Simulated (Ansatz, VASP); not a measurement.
## ZnS: VASP beside Ansatz

```
CELL_PARAMETERS angstrom
0.00000 2.55269 2.55269
2.55269 0.00000 2.55269
2.55269 2.55269 0.00000
ATOMIC_POSITIONS crystal
S 0.00000 0.00000 0.00000
Zn 0.50000 0.50000 0.50000
```

Alike in both runs: task single point; functional PBE; k mesh 6 × 6 × 6; occupations gaussian, width 0.05 eV; no spin polarisation.

```csv
,VASP,Ansatz
version,VASP 6.6.1,Ansatz 0.2.0
potentials or method,"VASP PAW PBE potentials, release 64 (S, Zn), cutoff 520 eV","scalar-relativistic, plane waves, PAW"
valence electrons in the cell,18,18
```

VASP gave:

- gap on the k mesh at the Fermi level (eV): none
- pressure (GPa): 0.1

Q: What did Ansatz give for the same quantities?

A: gap on the k mesh at the Fermi level (eV): none; pressure (GPa): 0.0.

A gap of «none» marks a metal or a gap that the smearing closes. The functional is the same, so the differences come from potentials, cutoffs and numerics.
